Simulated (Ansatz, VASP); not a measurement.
# One calculation of BN, two programs

```xyz
2
Lattice="0.0000 1.7859 1.7859 1.7859 0.0000 1.7859 1.9385 1.9385 -0.1526" Properties=species:S:1:pos:R:3 pbc="T T T"
B     0.0000    0.0000    0.0000
N     2.7933    2.7933    2.5643
```

Alike in both runs: task single point; functional PBE; k mesh 12 × 12 × 12; occupations gaussian, width 0.05 eV; no spin polarisation.

|  | VASP | Ansatz |
| --- | --- | --- |
| version | VASP 6.6.1 | Ansatz 0.2.0 |
| potentials or method | VASP PAW PBE potentials, release 64 (B, N), cutoff 600 eV | scalar-relativistic, plane waves, PAW |
| valence electrons in the cell | 8 | 8 |

```csv
,VASP,Ansatz,Ansatz less VASP
gap on the k mesh at the Fermi level (eV),3.84,3.84,+0.004
least direct gap on the mesh (eV),4.79,4.79,-0.003
pressure (GPa),-19.1,-19.1,+0.01
"traceless stress, the component that is largest in VASP (GPa)",-27.72,-27.56,+0.150
rms of the force components (eV/Å),0.482,0.492,+0.0106
```

Atom by atom the forces differ by 0.011 eV/Å (rms over components). The functional is the same, so the differences come from potentials, cutoffs and numerics.
